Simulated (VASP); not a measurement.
# LiF (P6_3mc) in VASP: a series of runs

Runs on LiF. Level: PBE. Tasks: single point.

Everything below comes from runs of VASP 6.6.1. Logs are shortened: lines on timing, memory, paths and dates and some standing lists are left out, and cuts for length are marked.

## (1) The cell of the first run

It takes space group P6_3mc (No. 186, hexagonal). Conventional cell: a = 3.047 Å, b = 3.047 Å, c = 5.160 Å, α = 90.00°, β = 90.00°, γ = 120.00°. Within 2.4 Å of Li (site symmetry 3m) lie 4 F at 1.82 to 2.10 Å. F (site symmetry 3m) has 4 Li at 1.82 to 2.10 Å within 2.4 Å.

## (2) Single point, PBE (c/a of the conventional cell at fixed volume 1.6936)

File INCAR:

```
SYSTEM = LiF
PREC     = Accurate       ! precision mode
ENCUT    = 520            ! plane-wave cutoff, eV
EDIFF    = 1E-6           ! SCF threshold, eV
ISMEAR   = 0              ! smearing method
SIGMA    = 0.05           ! smearing width, eV
LREAL    = .False.        ! projectors in reciprocal space
LASPH    = .True.         ! aspherical terms in the spheres
NELM     = 60             ! most SCF steps
ALGO     = Normal         ! electronic algorithm
ISIF     = 2              ! what is computed and relaxed
LWAVE    = .False.        ! write WAVECAR
LCHARG   = .False.        ! write CHGCAR
GGA      = PE             ! functional
NBANDS   = 18             ! bands
```

File KPOINTS:

```
Automatic mesh
0
Gamma
  9 9 6
  0 0 0
```

File POSCAR:

```
LiF
1.0
    3.0467389106      0.0000000000      0.0000000000
   -1.5233694553      2.6385532953      0.0000000000
    0.0000000000      0.0000000000      5.1599570191
Li F
2 2
Direct
    0.3333333333      0.6666666667      0.4014716674
    0.6666666667      0.3333333333      0.9014716674
    0.3333333333      0.6666666667      0.9939266766
    0.6666666667      0.3333333333      0.4939266766
```

Potentials or basis: VASP PAW PBE potentials, release 64 (Li_sv, F).

Launch:

```bash
cat potpaw_PBE.64/Li_sv/POTCAR potpaw_PBE.64/F/POTCAR > POTCAR
mpirun -np 1 vasp_std > vasp.out
```

OUTCAR:

```text
SYSTEM = LiF
   PREC = Accurate
   ENCUT = 520
   EDIFF = 1E-6
   ISMEAR = 0
   LREAL = .False.
   LASPH = .True.
   NELM = 60
   ISIF = 2
   GGA = PE

 ion  position               nearest neighbor table
   1  0.333  0.667  0.401-   4 1.82   4 1.82   4 1.82   3 2.10
   2  0.667  0.333  0.901-   3 1.82   3 1.82   3 1.82   4 2.10
   3  0.333  0.667  0.994-   2 1.82   2 1.82   2 1.82   1 2.10
   4  0.667  0.333  0.494-   1 1.82   1 1.82   1 1.82   2 2.10

  LATTYP: Found a hexagonal cell.
 ALAT       =     3.0467389106
 C/A-ratio  =     1.6936000000

  Lattice vectors:

 A1 = (   3.0467389106,   0.0000000000,   0.0000000000)
 A2 = (  -1.5233694553,   2.6385532953,   0.0000000000)
 A3 = (   0.0000000000,   0.0000000000,   5.1599570191)

Analysis of symmetry for initial positions (statically):
=====================================================================
 Subroutine PRICEL returns:
 Original cell was already a primitive cell.

 Routine SETGRP: Setting up the symmetry group for a
 hexagonal supercell.

 Subroutine GETGRP returns: Found 12 space group operations
 (whereof  6 operations were pure point group operations)
 out of a pool of 24 trial point group operations.

The static configuration has the point symmetry C_3v.
 The point group associated with its full space group is C_6v.

Analysis of symmetry for dynamics (positions and initial velocities):
=====================================================================
 Subroutine PRICEL returns:
 Original cell was already a primitive cell.

 Routine SETGRP: Setting up the symmetry group for a
 hexagonal supercell.

 Subroutine GETGRP returns: Found 12 space group operations
 (whereof  6 operations were pure point group operations)
 out of a pool of 24 trial point group operations.

The dynamic configuration has the point symmetry C_3v.
 The point group associated with its full space group is C_6v.

 Subroutine INISYM returns: Found 12 space group operations
 (whereof  6 operations are pure point group operations),
 and found     1 'primitive' translations

----------------------------------------------------------------------------------------

                                     Primitive cell

  volume of cell :      41.4808

[... 91 lines left out ...]
   NELM   =     60;   NELMIN=  2; NELMDL= -5     # of ELM steps
   EDIFF  = 0.1E-05   stopping-criterion for ELM
   LREAL  =      F    real-space projection
   EDIFFG = 0.1E-04   stopping-criterion for IOM
   NSW    =      0    number of steps for IOM
   IBRION =     -1    ionic relax: 0-MD 1-quasi-New 2-CG
   NFREE  =      0    steps in history (QN), initial steepest desc. (CG)
   ISIF   =      2    stress and relaxation
   ISYM   =      2    0-nonsym 1-usesym 2-fastsym
   POTIM  = 0.5000    time-step for ionic-motion
   TEBEG  =    0.0;   TEEND  =   0.0 temperature during run
   PSTRESS=    0.0 pullay stress
   NELECT =      20.0000    total number of electrons
   NUPDOWN=      -1.0000    fix difference up-down
   EMIN   =  10.00;   EMAX   =-10.00  energy-range for DOS
   EFERMI =   0.00;   METHOD = LEGACY
   ISMEAR =     0;   SIGMA  =   0.05  broadening in eV -4-tet -1-fermi 0-gaus
   EFERMI_NEDOS =   21; number of points for ismear=-14 and -15
   IALGO  =     38    algorithm
   IMIX   =      4    mixing-type and parameters
     AMIX     =   0.40;   BMIX     =  1.00
     AMIX_MAG =   1.60;   BMIX_MAG =  1.00
  volume/ion in A,a.u.               =      10.37        69.98
  Fermi-wavevector in a.u.,A,eV,Ry     =   1.283716  2.425872 22.421420  1.647928
  Thomas-Fermi vector in A             =   2.415953
   LORBIT       =      0    0 simple, 1 ext, 2 COOP (PROOUT), +10 PAW based schemes
   GGA     = PE    functional components
   LHFCALC =     F    Hartree Fock is set to
   AEXX    =    0.0000 exact exchange contribution
   IVDW    =     0    specifies the selected vdW correction
   LEPSILON=     F    determine dielectric tensor
   LRPA    =     F    only Hartree local field effects (RPA)
 non-spin polarized calculation
 Gauss-broadening in eV      SIGMA  =   0.05
  energy-cutoff  :      520.00
  volume of cell :       41.48
 maximum number of plane-waves:      1131
 NGX is ok and might be reduce to    24
   NGX = 11   NGY = 11   NGZ = 19

 number of electron      19.9999975 magnetization

 Free energy of the ion-electron system (eV)
  ---------------------------------------------------
  ext. energy  EPLUGINS =         0.00000000
  ---------------------------------------------------
  free energy    TOTEN  =       -19.20344941 eV

  energy without entropy =      -19.20344941  energy(sigma->0) =      -19.20344941

 E-fermi :  -2.4086     XC(G=0):  -8.6275

 val. band max:       -2.6874860552   @ k =   0.0000   0.0000   0.0000
 cond. band min:       4.8689160185   @ k =   0.0000   0.0000   0.0000
 fundamental gap:      7.5564020737
 Fermi energy:        -2.4086278742

 k-point     1 :       0.0000    0.0000    0.0000
  band No.  band energies     occupation
      1     -43.1890      2.00000
      2     -43.1658      2.00000
      3     -22.0467      2.00000
      4     -21.8488      2.00000
      5      -4.7334      2.00000
      6      -3.0596      2.00000
[... 481 lines left out ...]
      5      -4.5955      2.00000
      6      -3.9428      2.00000
[... 10 lines left out ...]
     17      15.2994      0.00000
     18      18.2867      0.00000

 [... further k-points ...]

------------------------ aborting loop because EDIFF is reached ----------------------------------------

  FORCE on cell =-STRESS in cart. coord.  units (eV):
  Direction    XX          YY          ZZ          XY          YZ          ZX
  --------------------------------------------------------------------------------------
  -------------------------------------------------------------------------------------
  Total        1.0570264      1.0570264     -1.0282357      0.0000000      0.0000000      0.0000000
  in kB       40.8271642     40.8271642    -39.7151384      0.0000000      0.0000000      0.0000000
  external PRESSURE =      13.9797300 kB  Pullay stress =       0.0000000 kB

 VOLUME and BASIS-vectors are now :
 -----------------------------------------------------------------------------
  energy-cutoff  :      520.00
  volume of cell :       41.48
      direct lattice vectors                 reciprocal lattice vectors
     3.046738911  0.000000000  0.000000000     0.328219788  0.189497783  0.000000000
    -1.523369455  2.638553295  0.000000000     0.000000000  0.378995566  0.000000000
     0.000000000  0.000000000  5.159957019     0.000000000  0.000000000  0.193800064

 POSITION                                       TOTAL-FORCE (eV/Angst)
 -----------------------------------------------------------------------------------
     -0.00000      1.75904      2.07158        -0.000000      0.000000     -0.317710
      1.52337      0.87952      4.65156         0.000000     -0.000000     -0.317710
     -0.00000      1.75904      5.12862         0.000000     -0.000000      0.317710
      1.52337      0.87952      2.54864        -0.000000      0.000000      0.317710
 -----------------------------------------------------------------------------------
    total drift:                                0.000001      0.000001      0.000622

  FREE ENERGIE OF THE ION-ELECTRON SYSTEM (eV)
  ---------------------------------------------------
  free  energy   TOTEN  =       -19.2034494065 eV

  energy  without entropy=      -19.2034494065  energy(sigma->0) =      -19.20344941
```

OSZICAR:

```text
N       E                     dE             d eps       ncg     rms          rms(c)
DAV:   1     0.122492555878E+03    0.12249E+03   -0.10899E+04  1728   0.120E+03
DAV:   2    -0.986527259348E+01   -0.13236E+03   -0.12956E+03  1920   0.299E+02
DAV:   3    -0.205975267000E+02   -0.10732E+02   -0.10674E+02  3246   0.635E+01
DAV:   4    -0.206852924021E+02   -0.87766E-01   -0.87562E-01  2270   0.742E+00
DAV:   5    -0.206864184973E+02   -0.11261E-02   -0.11257E-02  2212   0.672E-01    0.748E+00
DAV:   6    -0.191370190028E+02    0.15494E+01   -0.43780E+00  1798   0.155E+01    0.232E+00
DAV:   7    -0.191640228021E+02   -0.27004E-01   -0.13528E-01  1958   0.252E+00    0.153E+00
DAV:   8    -0.192036158191E+02   -0.39593E-01   -0.67919E-02  1902   0.250E+00    0.398E-01
DAV:   9    -0.192022514999E+02    0.13643E-02   -0.78488E-03  2394   0.731E-01    0.103E-01
DAV:  10    -0.192034510801E+02   -0.11996E-02   -0.15792E-03  1836   0.269E-01    0.430E-02
DAV:  11    -0.192034454442E+02    0.56359E-05   -0.50768E-05  2400   0.659E-02    0.786E-03
DAV:  12    -0.192034492102E+02   -0.37659E-05   -0.74332E-06  1852   0.207E-02    0.181E-03
DAV:  13    -0.192034494065E+02   -0.19636E-06   -0.22232E-07  1906   0.405E-03
   1 F= -.19203449E+02 E0= -.19203449E+02  d E =-.196017E-17
```

stdout:

```text
POSCAR found type information on POSCAR LiF
 POSCAR found :  2 types and       4 ions
 scaLAPACK will be used
 LDA part: xc-table for (Slater+PW92), standard interpolation
 POSCAR, INCAR and KPOINTS ok, starting setup
 FFT: planning ... GRIDC
 FFT: planning ... GRID_SOFT
 FFT: planning ... GRID
 WAVECAR not read
 entering main loop
```

Wall time 19 s (1 thread of Intel Xeon Platinum 8488C (Sapphire Rapids), shared host); peak memory 0.16 GiB.

Results:

| Quantity | Value |
| --- | --- |
| Free energy | -19.2034 eV |
| Largest force | 0.318 eV/Å |
| Band gap on the k mesh | 7.56 eV, direct |

Forces in eV/Å, atoms in the order of the input:
```
Li   0.000  0.000 -0.318
Li   0.000  0.000 -0.318
F    0.000  0.000  0.318
F    0.000  0.000  0.318
```

Levels at points of the mesh, in eV from the valence-band top:
| k point | band 6 | band 7 | band 8 | band 9 | band 10 | band 11 | band 12 | band 13 | band 14 | band 15 |
| --- | --- | --- | --- | --- | --- | --- | --- | --- | --- | --- |
| (0.00, 0.00, 0.00) | -0.37 | -0.37 | -0.17 | -0.17 | 0.00 | 7.56 | 11.41 | 14.61 | 18.83 | 18.87 |
| (0.00, 0.00, 0.50) | -1.11 | -0.27 | -0.27 | -0.27 | -0.27 | 9.18 | 9.18 | 16.65 | 16.65 | 19.12 |

Caveat: the cutoff is under 1.25 times the usual one of these potentials, so pressure, stress and relaxed cells hold a basis-set (Pulay) error. A k mesh can miss the band edges.

## (3) Single point, PBE (c/a of the conventional cell at fixed volume 1.6434)

File INCAR:

```
SYSTEM = LiF
ALGO = Normal ; EDIFF = 1E-6
ENCUT = 520 ; GGA = PE
ISIF = 2 ; ISMEAR = 0
LASPH = .TRUE. ; LCHARG = .TRUE.
LELF = .TRUE. ; LREAL = .FALSE.
LVHAR = .TRUE. ; LWAVE = .FALSE.
NBANDS = 18 ; NELM = 60
PREC = Accurate ; SIGMA = 0.05
```

File KPOINTS:

```
k-points
0
G
  9 9 6
  0 0 0
```

File POSCAR:

```
LiF
1.0
    3.0774506209      0.0000000000      0.0000000000
   -1.5387253104      2.6651504166      0.0000000000
    0.0000000000      0.0000000000      5.0574823504
Li F
2 2
Direct
    0.3333333333      0.6666666667      0.3810713234
    0.6666666667      0.3333333333      0.8810713234
    0.3333333333      0.6666666667      0.9939266766
    0.6666666667      0.3333333333      0.4939266766
```

Potentials or basis: VASP PAW PBE potentials, release 64 (Li_sv, F).

Launch:

```bash
cat potpaw_PBE.64/Li_sv/POTCAR potpaw_PBE.64/F/POTCAR > POTCAR
mpirun -np 1 vasp_std > vasp.out
```

Wall time 17 s (1 thread of Intel Xeon Platinum 8488C (Sapphire Rapids), shared host); peak memory 0.16 GiB.

It converged, with:

```
Free energy            : -19.2847 eV
Largest force          : 0.130 eV/Å
Band gap on the k mesh : 7.63 eV, direct
```

Forces on the atoms (eV/Å):
```
Li   0.000  0.000 -0.130
Li   0.000  0.000 -0.130
F    0.000  0.000  0.130
F    0.000  0.000  0.130
```

Levels at points of the mesh, in eV from the valence-band top:
| k point | band 8 | band 9 | band 10 | band 11 | band 12 | band 13 |
| --- | --- | --- | --- | --- | --- | --- |
| (0.00, 0.00, 0.00) | -0.07 | -0.07 | 0.00 | 7.63 | 11.61 | 14.68 |
| (0.00, 0.00, 0.50) | -0.19 | -0.19 | -0.19 | 9.23 | 9.23 | 16.93 |

Caveat: the cutoff is under 1.25 times the usual one of these potentials, so pressure, stress and relaxed cells hold a basis-set (Pulay) error. A k mesh can miss the band edges.

## (4) Single point, PBE (c/a of the conventional cell at fixed volume 1.6936)

File INCAR:

```
SYSTEM = LiF
PREC = Accurate
ENCUT = 520
EDIFF = 1E-6
ISMEAR = 0
SIGMA = 0.05
LREAL = .False.
LASPH = .True.
NELM = 100
ALGO = Normal
ISIF = 2
LWAVE = .False.
LCHARG = .False.
GGA = PE
NBANDS = 18
```

File KPOINTS:

```
regular mesh
0
Gamma
  9 9 6
  0 0 0
```

File POSCAR:

```
LiF
1.0
    3.0467389106      0.0000000000      0.0000000000
   -1.5233694553      2.6385532953      0.0000000000
    0.0000000000      0.0000000000      5.1599570191
Li F
2 2
Direct
    0.3333333333      0.6666666667      0.3606709794
    0.6666666667      0.3333333333      0.8606709794
    0.3333333333      0.6666666667      0.9939266766
    0.6666666667      0.3333333333      0.4939266766
```

Launch:

```bash
cat potpaw_PBE.64/Li_sv/POTCAR potpaw_PBE.64/F/POTCAR > POTCAR
mpirun -np 1 vasp_std > vasp.out
```

It took 19 s on 1 thread of Intel Xeon Platinum 8488C (Sapphire Rapids), shared host; peak memory 0.16 GiB.

Results (log left out):

- Free energy: -19.2738 eV
- Largest force: 0.072 eV/Å
- Band gap on the k mesh: 7.61 eV, direct

Forces on the atoms (eV/Å):
```
Li   0.000  0.000  0.072
Li   0.000  0.000  0.072
F    0.000  0.000 -0.072
F    0.000  0.000 -0.072
```

Levels at points of the mesh, in eV from the valence-band top:
```csv
k point,band 8,band 9,band 10,band 11,band 12,band 13
"(0.00, 0.00, 0.00)",-0.16,0.00,0.00,7.61,11.46,14.41
"(0.00, 0.00, 0.50)",-0.11,-0.11,-0.11,9.13,9.13,16.73
```

Caveat: the cutoff is under 1.25 times the usual one of these potentials, so pressure, stress and relaxed cells hold a basis-set (Pulay) error. A k mesh can miss the band edges.

(Continued in part 2 of 2.)
